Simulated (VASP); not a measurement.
A run of VASP 6.6.1:

Contents of INCAR:

```
SYSTEM = Ti
PREC     = Accurate       ! precision mode
ENCUT    = 520            ! plane-wave cutoff, eV
EDIFF    = 1E-8           ! SCF threshold, eV
ISMEAR   = -1             ! smearing method
SIGMA    = 0.05           ! smearing width, eV
LREAL    = .FALSE.        ! projectors in reciprocal space
LASPH    = .TRUE.         ! aspherical terms in the spheres
NELM     = 80             ! most SCF steps
ALGO     = Normal         ! electronic algorithm
ISIF     = 2              ! what is computed and relaxed
LWAVE    = .FALSE.        ! write WAVECAR
LCHARG   = .FALSE.        ! write CHGCAR
LEFG     = .TRUE.       
NBANDS   = 12             ! bands
```

Contents of KPOINTS:

```
Automatic mesh
0
G
  14 14 14
  0 0 0
```

File POSCAR:

```
Ti
1.0
    0.0000000000      1.9885598007      1.9885598007
    1.9885598007      0.0000000000      1.9885598007
    1.9885598007      1.9885598007      0.0000000000
Ti
1
Direct
    0.0000000000      0.0000000000      0.0000000000
```

Potentials or basis: VASP PAW LDA potentials, release 64 (Ti_sv).

Command:

```console
$ cat potpaw_LDA.64/Ti_sv/POTCAR > POTCAR
$ mpirun -np 1 vasp_std > vasp.out
```

Hardware: 1 thread of Intel(R) Xeon(R) Platinum 8488C (Sapphire Rapids) (shared host).

How long does it take, and how much memory?

Run time: 11 s on 1 thread of Intel(R) Xeon(R) Platinum 8488C (Sapphire Rapids) (shared host), peak memory 0.14 GiB. Counts: scf iterations 15, k points 104.
